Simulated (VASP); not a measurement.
A run of VASP 6.6.1:

INCAR

```
SYSTEM = GaP
PREC = Accurate
ENCUT = 600
EDIFF = 1E-6
ISMEAR = -1
SIGMA = 0.05
LREAL = .FALSE.
LASPH = .TRUE.
NELM = 80
ALGO = Normal
ISIF = 3
LWAVE = .FALSE.
LCHARG = .FALSE.
GGA = PE
IBRION = 2
NSW = 60
EDIFFG = -0.005
```

The input KPOINTS:

```
Automatic mesh
0
G
  15 15 15
  0 0 0
```

The input POSCAR:

```
GaP
1.0
    0.0000000000      2.3472160896      2.3472160896
    2.3472160896      0.0000000000      2.3472160896
    2.3472160896      2.3472160896      0.0000000000
Ga P
1 1
Direct
    0.0000000000      0.0000000000      0.0000000000
    0.5000000000      0.5000000000      0.5000000000
```

Potentials or basis: VASP PAW PBE potentials, release 64 (Ga_d, P).

The run is started by

```sh
$ cat potpaw_PBE.64/Ga_d/POTCAR potpaw_PBE.64/P/POTCAR > POTCAR
$ mpirun -np 1 vasp_std > vasp.out
```

Hardware: 1 thread of Intel(R) Xeon(R) Platinum 8375C CPU @ 2.90GHz (Ice Lake), with other jobs on the host.

How long does it take, and how much memory?

It took 4.8 min on 1 thread of Intel(R) Xeon(R) Platinum 8375C CPU @ 2.90GHz (Ice Lake), on a shared host, peak memory 0.2 GiB. Counts: scf iterations 89, k points 120, ion steps 20.
